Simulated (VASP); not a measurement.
# SmSi4 (I4/mmm) in VASP: a series of runs

Runs on SmSi4. Level: PBE. Tasks: single point.

All numbers are computed with VASP 6.6.1; they aren't measurements. Logs are shortened: lines on timing, memory, paths and dates and some standing lists are left out, and cuts for length are marked.

### Step 1. The cell of the first run

Symmetry: I4/mmm, No. 139, tetragonal system. Conventional cell: a = 8.660 Å, b = 8.660 Å, c = 3.318 Å, α = 90.00°, β = 90.00°, γ = 90.00°. Within 3.9 Å of Sm (site symmetry 4/mmm) lie 4 Si at 2.99 Å and 2 Sm at 3.32 Å. Within 3.4 Å of Si (site symmetry m2m) lie 7 Si at 2.52 to 3.32 Å and 1 Sm at 2.99 Å.

The cell was built from a structure type or drawn by symmetry, and may not be a known phase.

### Step 2. Single point, PBE

Input file INCAR:

```
SYSTEM = SmSi4
PREC = Accurate
ENCUT = 500
EDIFF = 1E-6
ISMEAR = 0
SIGMA = 0.1
LREAL = .FALSE.
LASPH = .TRUE.
NELM = 200
ALGO = Normal
ISIF = 2
LWAVE = .FALSE.
LCHARG = .FALSE.
GGA = PE
NBANDS = 22
GGA_COMPAT = .FALSE.
LMAXMIX = 6
```

Input file KPOINTS:

```
regular mesh
0
G
  10 10 10
  0 0 0
```

Input file POSCAR:

```
SmSi4
1.0
   -4.3299376142      4.3299376142      1.6589483475
    4.3299376142     -4.3299376142      1.6589483475
    4.3299376142      4.3299376142     -1.6589483475
Sm Si
1 4
Direct
    0.5000000000      0.5000000000      0.0000000000
    0.5000000000      0.8456396007      0.3456396007
    0.5000000000      0.1543603993      0.6543603993
    0.8456396007      0.5000000000      0.3456396007
    0.1543603993      0.5000000000      0.6543603993
```

Potentials or basis: VASP PAW PBE potentials, release 64 (Sm_3, Si), 4f in core.

On the command line:

```
cat potpaw_PBE.64/Sm_3/POTCAR potpaw_PBE.64/Si/POTCAR > POTCAR
mpirun -np 1 vasp_std > vasp.out
```

OUTCAR:

```text
SYSTEM = SmSi4
   PREC = Accurate
   ENCUT = 500
   EDIFF = 1E-6
   ISMEAR = 0
   LREAL = .FALSE.
   LASPH = .TRUE.
   NELM = 200
   ISIF = 2
   GGA = PE

 ion  position               nearest neighbor table
   1  0.500  0.500  0.000-   2 2.99   3 2.99   4 2.99   5 2.99
   2  0.500  0.846  0.346-   5 2.52   4 2.52   5 2.52   4 2.52   3 2.67   1 2.99
   3  0.500  0.154  0.654-   5 2.52   4 2.52   5 2.52   4 2.52   2 2.67   1 2.99
   4  0.846  0.500  0.346-   3 2.52   2 2.52   3 2.52   2 2.52   5 2.67   1 2.99
   5  0.154  0.500  0.654-   3 2.52   2 2.52   3 2.52   2 2.52   4 2.67   1 2.99

  LATTYP: Found a body centered tetragonal cell.
 ALAT       =     8.6598752284
 C/A-ratio  =     0.3831344687

  Lattice vectors:

 A1 = (  -4.3299376142,   4.3299376142,   1.6589483475)
 A2 = (   4.3299376142,  -4.3299376142,   1.6589483475)
 A3 = (   4.3299376142,   4.3299376142,  -1.6589483475)

Analysis of symmetry for initial positions (statically):
=====================================================================
 Subroutine PRICEL returns:
 Original cell was already a primitive cell.

 Routine SETGRP: Setting up the symmetry group for a
 body centered tetragonal supercell.

 Subroutine GETGRP returns: Found 16 space group operations
 (whereof 16 operations were pure point group operations)
 out of a pool of 16 trial point group operations.

The static configuration has the point symmetry D_4h.

Analysis of symmetry for dynamics (positions and initial velocities):
=====================================================================
 Subroutine PRICEL returns:
 Original cell was already a primitive cell.

 Routine SETGRP: Setting up the symmetry group for a
 body centered tetragonal supercell.

 Subroutine GETGRP returns: Found 16 space group operations
 (whereof 16 operations were pure point group operations)
 out of a pool of 16 trial point group operations.

The dynamic configuration has the point symmetry D_4h.

 Subroutine INISYM returns: Found 16 space group operations
 (whereof 16 operations are pure point group operations),
 and found     1 'primitive' translations

----------------------------------------------------------------------------------------

                                     Primitive cell

  volume of cell :     124.4102
[... 94 lines left out ...]
   NELM   =    200;   NELMIN=  2; NELMDL= -5     # of ELM steps
   EDIFF  = 0.1E-05   stopping-criterion for ELM
   LREAL  =      F    real-space projection
   EDIFFG = 0.1E-04   stopping-criterion for IOM
   NSW    =      0    number of steps for IOM
   IBRION =     -1    ionic relax: 0-MD 1-quasi-New 2-CG
   NFREE  =      0    steps in history (QN), initial steepest desc. (CG)
   ISIF   =      2    stress and relaxation
   ISYM   =      2    0-nonsym 1-usesym 2-fastsym
   POTIM  = 0.5000    time-step for ionic-motion
   TEBEG  =    0.0;   TEEND  =   0.0 temperature during run
   PSTRESS=    0.0 pullay stress
   NELECT =      27.0000    total number of electrons
   NUPDOWN=      -1.0000    fix difference up-down
   EMIN   =  10.00;   EMAX   =-10.00  energy-range for DOS
   EFERMI =   0.00;   METHOD = LEGACY
   ISMEAR =     0;   SIGMA  =   0.10  broadening in eV -4-tet -1-fermi 0-gaus
   EFERMI_NEDOS =   21; number of points for ismear=-14 and -15
   IALGO  =     38    algorithm
   IMIX   =      4    mixing-type and parameters
     AMIX     =   0.40;   BMIX     =  1.00
     AMIX_MAG =   1.60;   BMIX_MAG =  1.00
  volume/ion in A,a.u.               =      24.88       167.91
  Fermi-wavevector in a.u.,A,eV,Ry     =   0.983809  1.859129 13.168804  0.967880
  Thomas-Fermi vector in A             =   2.114995
   LORBIT       =      0    0 simple, 1 ext, 2 COOP (PROOUT), +10 PAW based schemes
   GGA     = PE    functional components
   LHFCALC =     F    Hartree Fock is set to
   AEXX    =    0.0000 exact exchange contribution
   IVDW    =     0    specifies the selected vdW correction
   LEPSILON=     F    determine dielectric tensor
   LRPA    =     F    only Hartree local field effects (RPA)
 non-spin polarized calculation
 Gauss-broadening in eV      SIGMA  =   0.10
  energy-cutoff  :      500.00
  volume of cell :      124.41
 maximum number of plane-waves:      3198
 NGX is ok and might be reduce to    48
   NGX = 23   NGY = 23   NGZ = 23

 number of electron      27.0000000 magnetization

 Free energy of the ion-electron system (eV)
  ---------------------------------------------------
  ext. energy  EPLUGINS =         0.00000000
  ---------------------------------------------------
  free energy    TOTEN  =       -23.95286186 eV

  energy without entropy =      -23.93417511  energy(sigma->0) =      -23.94351849

 E-fermi :   4.3895     XC(G=0):  -9.1072

 val. band max:        4.3809153808   @ k =   0.3000   0.3000   0.1000
 cond. band min:       4.4029560937   @ k =   0.5000   0.3000  -0.0000
 fundamental gap:      0.0220407129
 Fermi energy:         4.3895460002

 k-point     1 :       0.0000    0.0000    0.0000
  band No.  band energies     occupation
      1     -36.9360      2.00000
      2     -16.3965      2.00000
      3     -16.3965      2.00000
      4     -15.8708      2.00000
      5      -8.2594      2.00000
      6      -3.2686      2.00000
[... 589 lines left out ...]
     21       8.6217      0.00000
     22       9.2604      0.00000

 [... further k-points ...]

------------------------ aborting loop because EDIFF is reached ----------------------------------------

  FORCE on cell =-STRESS in cart. coord.  units (eV):
  Direction    XX          YY          ZZ          XY          YZ          ZX
  --------------------------------------------------------------------------------------
  -------------------------------------------------------------------------------------
  Total        0.0410647      0.0410647      0.0237236      0.0000000     -0.0000000      0.0000000
  in kB        0.5288384      0.5288384      0.3055164      0.0000000     -0.0000000      0.0000000
  external PRESSURE =       0.4543977 kB  Pullay stress =       0.0000000 kB

 VOLUME and BASIS-vectors are now :
 -----------------------------------------------------------------------------
  energy-cutoff  :      500.00
  volume of cell :      124.41
      direct lattice vectors                 reciprocal lattice vectors
    -4.329937614  4.329937614  1.658948347     0.000000000  0.115475105  0.301395761
     4.329937614 -4.329937614  1.658948347     0.115475105  0.000000000  0.301395761
     4.329937614  4.329937614 -1.658948347     0.115475105  0.115475105  0.000000000

 POSITION                                       TOTAL-FORCE (eV/Angst)
 -----------------------------------------------------------------------------------
      0.00000      0.00000      1.65895         0.000000      0.000000      0.000000
      2.99320      0.00000      1.65895         0.031578     -0.000000     -0.000000
      1.33674      4.32994      0.00000        -0.031578      0.000000     -0.000000
      0.00000      2.99320      1.65895        -0.000000      0.031578     -0.000000
      4.32994      1.33674      0.00000         0.000000     -0.031578     -0.000000
 -----------------------------------------------------------------------------------
    total drift:                               -0.000000     -0.000000     -0.000000

  FREE ENERGIE OF THE ION-ELECTRON SYSTEM (eV)
  ---------------------------------------------------
  free  energy   TOTEN  =       -23.9528618629 eV

  energy  without entropy=      -23.9341751092  energy(sigma->0) =      -23.94351849
```

OSZICAR:

```text
N       E                     dE             d eps       ncg     rms          rms(c)
DAV:   1     0.127255977480E+03    0.12726E+03   -0.11119E+04  4488   0.985E+02
DAV:   2    -0.188696310507E+02   -0.14613E+03   -0.14175E+03  5240   0.222E+02
DAV:   3    -0.241485418174E+02   -0.52789E+01   -0.51693E+01  5994   0.370E+01
DAV:   4    -0.242296055122E+02   -0.81064E-01   -0.80901E-01  5600   0.510E+00
DAV:   5    -0.242314656908E+02   -0.18602E-02   -0.18599E-02  6150   0.777E-01    0.624E+00
DAV:   6    -0.239814200941E+02    0.25005E+00   -0.68293E-01  5508   0.286E+00    0.370E+00
DAV:   7    -0.239539907391E+02    0.27429E-01   -0.14936E-01  5494   0.148E+00    0.156E+00
DAV:   8    -0.239523705100E+02    0.16202E-02   -0.18241E-02  5944   0.606E-01    0.233E-01
DAV:   9    -0.239526012348E+02   -0.23072E-03   -0.22286E-03  5704   0.207E-01    0.109E-01
DAV:  10    -0.239528393706E+02   -0.23814E-03   -0.47405E-04  5306   0.103E-01    0.401E-02
DAV:  11    -0.239528568786E+02   -0.17508E-04   -0.73321E-05  5478   0.412E-02    0.116E-02
DAV:  12    -0.239528614282E+02   -0.45495E-05   -0.90716E-06  5620   0.140E-02    0.450E-03
DAV:  13    -0.239528618629E+02   -0.43474E-06   -0.12271E-06  4232   0.500E-03
   1 F= -.23952862E+02 E0= -.23943518E+02  d E =-.186868E-01
```

stdout:

```text
POSCAR found type information on POSCAR SmSi
 POSCAR found :  2 types and       5 ions
 scaLAPACK will be used
 LDA part: xc-table for (Slater+PW92), standard interpolation
 POSCAR, INCAR and KPOINTS ok, starting setup
 FFT: planning ... GRIDC
 FFT: planning ... GRID_SOFT
 FFT: planning ... GRID
 WAVECAR not read
 entering main loop
```

It took 2.6 min on 1 thread of Intel Xeon 6975P-C (Granite Rapids), shared host; peak memory 0.47 GiB.

What came out:

```yaml
Free_energy: -23.9529 eV
Pressure: 0.0 GPa
Largest_force: 0.032 eV/Å
Band_gap_on_the_k_mesh: zero (an odd number of electrons rules out a gap without spin polarisation)
```

Forces on the atoms (eV/Å):
```
Sm   0.000  0.000  0.000
Si   0.032  0.000  0.000
Si  -0.032  0.000  0.000
Si   0.000  0.032  0.000
Si   0.000 -0.032  0.000
```

Caveat: spin-orbit coupling is left out, which moves the levels of the heavy elements; the 4f electrons are frozen in the core, so they carry no moment and show no levels. Spin polarisation is off, so any magnetic state and its effect on volume and gap are missing.

### Step 3. Single point, PBE

Input file INCAR:

```
ALGO = Normal ; EDIFF = 1E-6
ENCUT = 500 ; GGA = PE
GGA_COMPAT = F ; ISIF = 2
ISMEAR = 0 ; LASPH = T
LCHARG = T ; LELF = T
LMAXMIX = 6 ; LREAL = F
LVHAR = T ; LWAVE = F
NBANDS = 22 ; NELM = 200
PREC = Accurate ; SIGMA = 0.1
```

Input file KPOINTS:

```
k-points
0
Gamma
  10 10 10
```

POSCAR is that of step 2.

Potentials or basis: VASP PAW PBE potentials, release 64 (Sm_3, Si), 4f in core.

On the command line:

```
cat potpaw_PBE.64/Sm_3/POTCAR potpaw_PBE.64/Si/POTCAR > POTCAR
mpirun -np 1 vasp_std > vasp.out
```

Wall time 2.7 min (1 thread of Intel Xeon 6975P-C (Granite Rapids), shared host); peak memory 0.47 GiB.

The run converged. Its results:

| Property | Result |
| --- | --- |
| Free energy | -23.9529 eV |
| Pressure | 0.0 GPa |
| Largest force | 0.032 eV/Å |
| Band gap on the k mesh | zero (an odd number of electrons rules out a gap without spin polarisation) |

Forces in eV/Å, atoms in the order of the input:
```
Sm   0.000  0.000  0.000
Si   0.032  0.000  0.000
Si  -0.032  0.000  0.000
Si   0.000  0.032  0.000
Si   0.000 -0.032  0.000
```

Levels at points of the mesh, in eV from the Fermi level:
| k point | band 9 | band 10 | band 11 | band 12 | band 13 | band 14 | band 15 | band 16 | band 17 | band 18 |
| --- | --- | --- | --- | --- | --- | --- | --- | --- | --- | --- |
| (0.00, 0.00, 0.00) | -4.17 | -3.49 | -1.08 | -0.82 | -0.02 | -0.02 | 1.70 | 2.32 | 2.69 | 2.69 |
| (0.50, 0.00, 0.00) | -4.19 | -4.08 | -2.55 | -1.49 | -0.65 | -0.03 | 0.32 | 0.40 | 0.91 | 1.15 |
| (0.50, 0.50, 0.00) | -3.51 | -2.13 | -1.86 | -1.13 | -0.81 | -0.62 | 0.27 | 1.64 | 3.11 | 3.33 |
| (0.50, 0.50, 0.50) | -3.30 | -1.88 | -1.13 | -0.88 | 0.64 | 0.64 | 0.90 | 1.70 | 2.13 | 2.13 |

Caveat: spin-orbit coupling is left out, which moves the levels of the heavy elements; the 4f electrons are frozen in the core, so they carry no moment and show no levels. Spin polarisation is off, so any magnetic state and its effect on volume and gap are missing.

### Step 4. Single point, PBE

Input file INCAR:

```
SYSTEM = SmSi4
PREC = Accurate
ENCUT = 500
EDIFF = 1E-6
ISMEAR = 0
SIGMA = 0.1
LREAL = .FALSE.
LASPH = .TRUE.
NELM = 200
ALGO = Normal
ISIF = 2
LWAVE = .FALSE.
LCHARG = .FALSE.
GGA = PE
NBANDS = 22
GGA_COMPAT = .FALSE.
LMAXMIX = 6
```

Input file KPOINTS:

```
Automatic mesh
0
G
  12 12 12
  0 0 0
```

Input file POSCAR:

```
SmSi4
1.0
   -4.3394500018      4.3394500018      1.6541087352
    4.3394500018     -4.3394500018      1.6541087352
    4.3394500018      4.3394500018     -1.6541087352
Sm Si
1 4
Direct
    0.5000000000      0.5000000000      0.0000000000
    0.5000000000      0.8455790660      0.3455790660
    0.5000000000      0.1544209340      0.6544209340
    0.8455790660      0.5000000000      0.3455790660
    0.1544209340      0.5000000000      0.6544209340
```

On the command line:

```
cat potpaw_PBE.64/Sm_3/POTCAR potpaw_PBE.64/Si/POTCAR > POTCAR
mpirun -np 1 vasp_std > vasp.out
```

It took 4.9 min on 1 thread of Intel Xeon 6975P-C (Granite Rapids), shared host; peak memory 0.58 GiB.

It converged, with:

```
Free energy            : -23.9516 eV
Pressure               : 0.0 GPa
Largest force          : 0.026 eV/Å
Band gap on the k mesh : zero (an odd number of electrons rules out a gap without spin polarisation)
```

Forces on the atoms (eV/Å):
```
Sm   0.000  0.000  0.000
Si   0.026  0.000  0.000
Si  -0.026  0.000  0.000
Si   0.000  0.026  0.000
Si   0.000 -0.026  0.000
```

Levels at points of the mesh, in eV from the Fermi level:
| k point | band 9 | band 10 | band 11 | band 12 | band 13 | band 14 | band 15 | band 16 | band 17 | band 18 |
| --- | --- | --- | --- | --- | --- | --- | --- | --- | --- | --- |
| (0.00, 0.00, 0.00) | -4.19 | -3.51 | -1.02 | -0.83 | -0.06 | -0.06 | 1.77 | 2.28 | 2.73 | 2.73 |
| (0.50, 0.00, 0.00) | -4.21 | -4.10 | -2.55 | -1.51 | -0.66 | -0.04 | 0.30 | 0.38 | 0.89 | 1.13 |
| (0.50, 0.50, 0.00) | -3.53 | -2.17 | -1.89 | -1.07 | -0.83 | -0.63 | 0.24 | 1.72 | 3.15 | 3.37 |
| (0.50, 0.50, 0.50) | -3.32 | -1.92 | -1.07 | -0.89 | 0.60 | 0.60 | 0.88 | 1.77 | 2.09 | 2.09 |

Caveat: spin-orbit coupling is left out, which moves the levels of the heavy elements; the 4f electrons are frozen in the core, so they carry no moment and show no levels. Spin polarisation is off, so any magnetic state and its effect on volume and gap are missing.
